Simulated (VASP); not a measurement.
# SbAuBr4 (C2/m) in VASP: single point with PBEsol

Aim: the single point of SbAuBr4 with PBEsol.

Program: VASP 6.6.1. These are calculated values, not measurements. Logs are shortened: lines on timing, memory, paths and dates and some standing lists are left out, and cuts for length are marked.

## 1. The cell of the first run

It takes space group C2/m (No. 12, monoclinic). The conventional cell has a = 14.277 Å, b = 4.008 Å, c = 7.632 Å, α = 90.00°, β = 119.25°, γ = 90.00°. Sb (site symmetry 2/m) has 6 Br at 2.81 to 2.82 Å within 3.7 Å. Within 3.6 Å of Au (site symmetry 2/m) lie 6 Br at 2.70 to 3.45 Å. Within 3.7 Å of Br (site symmetry m) lie 2 Au at 2.70 Å and 1 Sb at 2.81 Å and 1 Br at 3.62 Å. Within 3.8 Å of Br (site symmetry m) lie 2 Sb at 2.82 Å and 1 Au at 3.45 Å and 2 Br at 3.75 Å.

## 2. Single point, PBEsol

The input, INCAR:

```
SYSTEM = SbAuBr4
PREC = Accurate
ENCUT = 520
EDIFF = 1E-6
ISMEAR = -1
SIGMA = 0.03
LREAL = .FALSE.
LASPH = .TRUE.
NELM = 100
ALGO = Normal
ISIF = 2
LWAVE = .FALSE.
LCHARG = .TRUE.
GGA = PS
LELF = .TRUE.
LVHAR = .TRUE.
NBANDS = 31
```

The input, KPOINTS:

```
regular mesh
0
G
  6 6 4
  0 0 0
```

The input, POSCAR:

```
SbAuBr4
1.0
    7.4665612917     -2.0042138222     -0.4644257200
    7.4665612917      2.0042138222     -0.4644257200
   -3.8250480400      0.0000000000      6.6042579582
Sb Au Br
1 1 4
Direct
    0.5000000000      0.5000000000      0.5000000000
    0.0000000000      0.0000000000      0.0000000000
    0.6007008457      0.6007008457      0.2799890979
    0.1439787538      0.1439787538      0.7694935614
    0.3992991543      0.3992991543      0.7200109021
    0.8560212462      0.8560212462      0.2305064386
```

Potentials or basis: VASP PAW PBE potentials, release 64 (Sb, Au, Br).

Started as:

```sh
$ cat potpaw_PBE.64/Sb/POTCAR potpaw_PBE.64/Au/POTCAR potpaw_PBE.64/Br/POTCAR > POTCAR
$ mpirun -np 1 vasp_std > vasp.out
```

OUTCAR:

```text
SYSTEM = SbAuBr4
   PREC = Accurate
   ENCUT = 520
   EDIFF = 1E-6
   ISMEAR = -1
   LREAL = .FALSE.
   LASPH = .TRUE.
   NELM = 100
   ISIF = 2
   GGA = PS

 ion  position               nearest neighbor table
   1  0.500  0.500  0.500-   3 2.81   5 2.81   4 2.82   4 2.82   6 2.82   6 2.82
   2  0.000  0.000  0.000-   3 2.70   3 2.70   5 2.70   5 2.70
   3  0.601  0.601  0.280-   2 2.70   2 2.70   1 2.81
   4  0.144  0.144  0.769-   1 2.82   1 2.82
   5  0.399  0.399  0.720-   2 2.70   2 2.70   1 2.81
   6  0.856  0.856  0.231-   1 2.82   1 2.82

  Warning from LATTYP: Got some problem with cell dimensions!
  Tried to take original basis but could not verify dimensions!
  LATTYP: Found a base centered monoclinic cell.
 ALAT       =    14.2769966976
 B/A-ratio  =     0.2807612644
 C/A-ratio  =     0.5345652531
 COS(beta)  =    -0.4886127442

  Lattice vectors:

 A1 = (  -3.6415132517,   2.0042138222,  -6.1398322382)
 A2 = (  -3.6415132517,  -2.0042138222,  -6.1398322382)
 A3 = (  -3.8250480400,   0.0000000000,   6.6042579582)

Analysis of symmetry for initial positions (statically):
=====================================================================
 Subroutine PRICEL returns:
 Original cell was already a primitive cell.

 Routine SETGRP: Setting up the symmetry group for a
 base centered monoclinic supercell.

 Subroutine GETGRP returns: Found  4 space group operations
 (whereof  4 operations were pure point group operations)
 out of a pool of  4 trial point group operations.

The static configuration has the point symmetry C_2h.

Analysis of symmetry for dynamics (positions and initial velocities):
=====================================================================
 Subroutine PRICEL returns:
 Original cell was already a primitive cell.

 Routine SETGRP: Setting up the symmetry group for a
 base centered monoclinic supercell.

 Subroutine GETGRP returns: Found  4 space group operations
 (whereof  4 operations were pure point group operations)
 out of a pool of  4 trial point group operations.

The dynamic configuration has the point symmetry C_2h.

 Subroutine INISYM returns: Found  4 space group operations
 (whereof  4 operations are pure point group operations),
 and found     1 'primitive' translations

----------------------------------------------------------------------------------------

                                     Primitive cell

  volume of cell :     190.5392

  direct lattice vectors                    reciprocal lattice vectors
     7.466561292 -2.004213822 -0.464425720     0.069467836 -0.249474380  0.040234317
     7.466561292  2.004213822 -0.464425720     0.069467836  0.249474380  0.040234317
    -3.825048040  0.000000000  6.604257958     0.009770257  0.000000000  0.157076194

  length of vectors
     7.744811284  7.744811284  7.631986353     0.262072598  0.262072598  0.157379759

  position of ions in fractional coordinates (direct lattice)
     0.500000000  0.500000000  0.500000000
     0.000000000  0.000000000  0.000000000
     0.600700846  0.600700846  0.279989098
     0.143978754  0.143978754  0.769493561
     0.399299154  0.399299154  0.720010902
     0.856021246  0.856021246  0.230506439

  ion indices of the primitive-cell ions
   primitive index   ion index
                 1           1
                 2           2
                 3           3
                 4           4
                 5           5
                 6           6

----------------------------------------------------------------------------------------

 KPOINTS: regular mesh

Automatic generation of k-mesh.
 Grid dimensions read from file:
 generate k-points for:    6    6    4

 Generating k-lattice:

  Cartesian coordinates                     Fractional coordinates (reciprocal lattice)
     0.011577973 -0.041579063  0.006705719     0.166666667 -0.000000000 -0.000000000
     0.011577973  0.041579063  0.006705719    -0.000000000  0.166666667 -0.000000000
     0.002442564  0.000000000  0.039269048     0.000000000  0.000000000  0.250000000

  Length of vectors
     0.043678766  0.043678766  0.039344940

  Shift w.r.t. Gamma in fractional coordinates (k-lattice)
     0.000000000  0.000000000  0.000000000

 Subroutine IBZKPT returns following result:
 ===========================================

 Found     47 irreducible k-points:

 Following reciprocal coordinates:
            Coordinates               Weight
  0.000000  0.000000  0.000000      1.000000
  0.166667 -0.000000  0.000000      4.000000
  0.333333 -0.000000  0.000000      4.000000
  0.500000 -0.000000  0.000000      2.000000
  0.166667  0.166667  0.000000      2.000000
  0.333333  0.166667  0.000000      4.000000
[... 16 lines left out ...]
 -0.333333  0.166667  0.250000      4.000000
 -0.166667  0.166667  0.250000      4.000000
 [... further k-points ...]
   k-points           NKPTS =     47   k-points in BZ     NKDIM =     47   number of bands    NBANDS=     31
   number of dos      NEDOS =    301   number of ions     NIONS =      6
   total plane-waves  NPLWV = 216000
   dimension x,y,z NGX =    60 NGY =   60 NGZ =   60
   dimension x,y,z NGXF=   120 NGYF=  120 NGZF=  120
   ions per type =               1   1   4
   NGX,Y,Z   is equivalent  to a cutoff of  12.88, 12.88, 13.07 a.u.
   NGXF,Y,Z  is equivalent  to a cutoff of  25.76, 25.76, 26.14 a.u.
 SYSTEM =  SbAuBr4
   PREC   = accura    normal or accurate (medium, high low for compatibility)
   ISTART =      0    job   : 0-new  1-cont  2-samecut
   ICHARG =      2    charge: 1-file 2-atom 10-const
   ISPIN  =      1    spin polarized calculation?
   LNONCOLLINEAR =      F non collinear calculations
   LSORBIT =      F    spin-orbit coupling
   LASPH  =      T    aspherical Exc in radial PAW
   ENCUT  =  520.0 eV  38.22 Ry    6.18 a.u.  14.40 14.40 14.19*2*pi/ulx,y,z
   NELM   =    100;   NELMIN=  2; NELMDL= -5     # of ELM steps
   EDIFF  = 0.1E-05   stopping-criterion for ELM
   LREAL  =      F    real-space projection
   EDIFFG = 0.1E-04   stopping-criterion for IOM
   NSW    =      0    number of steps for IOM
   IBRION =     -1    ionic relax: 0-MD 1-quasi-New 2-CG
   NFREE  =      0    steps in history (QN), initial steepest desc. (CG)
   ISIF   =      2    stress and relaxation
   ISYM   =      2    0-nonsym 1-usesym 2-fastsym
   POTIM  = 0.5000    time-step for ionic-motion
   TEBEG  =    0.0;   TEEND  =   0.0 temperature during run
   PSTRESS=    0.0 pullay stress
   NELECT =      44.0000    total number of electrons
   NUPDOWN=      -1.0000    fix difference up-down
   EMIN   =  10.00;   EMAX   =-10.00  energy-range for DOS
   EFERMI =   0.00;   METHOD = LEGACY
   ISMEAR =    -1;   SIGMA  =   0.03  broadening in eV -4-tet -1-fermi 0-gaus
   EFERMI_NEDOS =   21; number of points for ismear=-14 and -15
   IALGO  =     38    algorithm
   IMIX   =      4    mixing-type and parameters
     AMIX     =   0.40;   BMIX     =  1.00
     AMIX_MAG =   1.60;   BMIX_MAG =  1.00
  volume/ion in A,a.u.               =      31.76       214.30
  Fermi-wavevector in a.u.,A,eV,Ry     =   1.004379  1.898001 13.725246  1.008777
  Thomas-Fermi vector in A             =   2.136991
   LORBIT       =      0    0 simple, 1 ext, 2 COOP (PROOUT), +10 PAW based schemes
   GGA     = PS    functional components
   LHFCALC =     F    Hartree Fock is set to
   AEXX    =    0.0000 exact exchange contribution
   IVDW    =     0    specifies the selected vdW correction
   LEPSILON=     F    determine dielectric tensor
   LRPA    =     F    only Hartree local field effects (RPA)
 non-spin polarized calculation
  energy-cutoff  :      520.00
  volume of cell :      190.54
 maximum number of plane-waves:      5162
 NGX is ok and might be reduce to    60
   NGX = 29   NGY = 29   NGZ = 29

 number of electron      44.0000001 magnetization

 Free energy of the ion-electron system (eV)
  ---------------------------------------------------
  ext. energy  EPLUGINS =         0.00000000
  ---------------------------------------------------
  free energy    TOTEN  =       -17.67435912 eV

  energy without entropy =      -17.67435438  energy(sigma->0) =      -17.67435675

 E-fermi :   2.7279     XC(G=0):  -8.5209

 val. band max:        2.4603915837   @ k =   0.5000   0.5000   0.0000
 cond. band min:       2.9692855682   @ k =  -0.0000  -0.0000   0.5000
 fundamental gap:      0.5088939845
 Fermi energy:         2.7279065067

 k-point     1 :       0.0000    0.0000    0.0000
  band No.  band energies     occupation
      1     -13.5642      2.00000
      2     -12.8733      2.00000
      3     -12.8472      2.00000
      4     -12.7654      2.00000
      5      -7.2958      2.00000
      6      -2.9773      2.00000
[... 23 lines left out ...]
     30       9.0393      0.00000
     31      10.0331      0.00000

 k-point     2 :       0.1667   -0.0000    0.0000
  band No.  band energies     occupation
      1     -13.4508      2.00000
      2     -12.8411      2.00000
      3     -12.8068      2.00000
      4     -12.7610      2.00000
      5      -7.3392      2.00000
      6      -2.9032      2.00000
[... 23 lines left out ...]
     30       8.5469      0.00000
     31       9.4692      0.00000

 k-point     3 :       0.3333   -0.0000    0.0000
  band No.  band energies     occupation
      1     -13.1711      2.00000
      2     -12.7936      2.00000
      3     -12.7580      2.00000
      4     -12.7350      2.00000
      5      -7.5195      2.00000
      6      -3.2041      2.00000
[... 23 lines left out ...]
     30       8.4739      0.00000
     31       9.4918      0.00000

 k-point     4 :       0.5000   -0.0000    0.0000
  band No.  band energies     occupation
      1     -12.9097      2.00000
      2     -12.8802      2.00000
      3     -12.7503      2.00000
      4     -12.7040      2.00000
      5      -7.6581      2.00000
      6      -3.4171      2.00000
[... 635 lines left out ...]
     30       8.9126      0.00000
     31       9.2927      0.00000

 k-point    23 :      -0.3333    0.1667    0.2500
  band No.  band energies     occupation
      1     -12.9142      2.00000
      2     -12.8524      2.00000
      3     -12.7760      2.00000
      4     -12.7022      2.00000
      5      -7.6635      2.00000
      6      -3.3687      2.00000
[... 23 lines left out ...]
     30       8.7989      0.00000
     31       9.5184      0.00000

 k-point    24 :      -0.1667    0.1667    0.2500
  band No.  band energies     occupation
      1     -13.1467      2.00000
      2     -12.8352      2.00000
      3     -12.7727      2.00000
      4     -12.7060      2.00000
      5      -7.5265      2.00000
      6      -3.0755      2.00000
[... 23 lines left out ...]
     30       8.8216      0.00000
     31       9.3006      0.00000

 [... further k-points ...]

------------------------ aborting loop because EDIFF is reached ----------------------------------------

  FORCE on cell =-STRESS in cart. coord.  units (eV):
  Direction    XX          YY          ZZ          XY          YZ          ZX
  --------------------------------------------------------------------------------------
  -------------------------------------------------------------------------------------
  Total       -0.0174140     -0.0572148     -0.0472078      0.0000000      0.0000000     -0.0106047
  in kB       -0.1464283     -0.4810990     -0.3969541      0.0000000      0.0000000     -0.0891713
  external PRESSURE =      -0.3414938 kB  Pullay stress =       0.0000000 kB

 VOLUME and BASIS-vectors are now :
 -----------------------------------------------------------------------------
  energy-cutoff  :      520.00
  volume of cell :      190.54
      direct lattice vectors                 reciprocal lattice vectors
     7.466561292 -2.004213822 -0.464425720     0.069467836 -0.249474380  0.040234317
     7.466561292  2.004213822 -0.464425720     0.069467836  0.249474380  0.040234317
    -3.825048040  0.000000000  6.604257958     0.009770257  0.000000000  0.157076194

 POSITION                                       TOTAL-FORCE (eV/Angst)
 -----------------------------------------------------------------------------------
      5.55404      0.00000      2.83770        -0.000000      0.000000     -0.000000
      0.00000      0.00000      0.00000        -0.000000      0.000000     -0.000000
      7.89937      0.00000      1.29116         0.001459      0.000000     -0.002512
     -0.79330      0.00000      4.94820        -0.000750      0.000000     -0.002831
      3.20871      0.00000      4.38425        -0.001459      0.000000      0.002512
     11.90137      0.00000      0.72721         0.000750      0.000000      0.002831
 -----------------------------------------------------------------------------------
    total drift:                                0.000000     -0.000000     -0.000000

  FREE ENERGIE OF THE ION-ELECTRON SYSTEM (eV)
  ---------------------------------------------------
  free  energy   TOTEN  =       -17.6743591193 eV

  energy  without entropy=      -17.6743543785  energy(sigma->0) =      -17.67435675
```

It took 13 min on 1 thread of Intel Xeon 8259CL, shared host; peak memory 0.67 GiB.

Results:

```
Free energy            : -17.6744 eV
Pressure               : 0.0 GPa
Band gap on the k mesh : 0.51 eV (least direct gap 0.56 eV)
```

Forces on the atoms (eV/Å):
```
Sb   0.000  0.000  0.000
Au   0.000  0.000  0.000
Br   0.001  0.000 -0.003
Br  -0.001  0.000 -0.003
Br  -0.001  0.000  0.003
Br   0.001  0.000  0.003
```

Caveat: the PAW data sets were made with another functional, which shifts forces and pressure a little; spin-orbit coupling is left out, which moves the levels of the heavy elements. A k mesh can miss the band edges.
